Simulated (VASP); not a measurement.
Runs of VASP 6.6.1 on SrTiO3. The structure is that of space group Pm-3m (No. 221), or close to it. The cells are those of the table. 

| cell | gap on the mesh (eV) | pressure (GPa) |
| --- | --- | --- |
| a = 4.008, b = 4.008, c = 3.833 Å, 5 atoms | 1.68 | -6.3 |
| a = 4.008, b = 4.008, c = 3.949 Å, 5 atoms | 1.66 | -11.1 |
| a = 3.949, b = 3.949, c = 3.891 Å, 5 atoms | (c) | (b) |
| a = 3.949, b = 3.949, c = 4.008 Å, 5 atoms | 1.69 | (a) |
| a = 4.008, b = 4.008, c = 3.891 Å, 5 atoms | 1.67 | -8.8 |

Alike in all rows: task single point; level PBEsol; potentials or basis VASP PAW PBE potentials, release 64 (Sr_sv, Ti_sv, O); no spin polarisation; k mesh 8 × 8 × 8; cutoff (eV) 520; smearing gaussian 0.05 eV.

**Question.** Estimate the missing entries.

**Answer.** (a) -9.1; (b) -4.5; (c) 1.74.

Caveats: the PAW data sets were made with another functional, which shifts forces and pressure a little.

A k mesh can miss the band edges, and the runs leave out spin-orbit coupling on Sr.
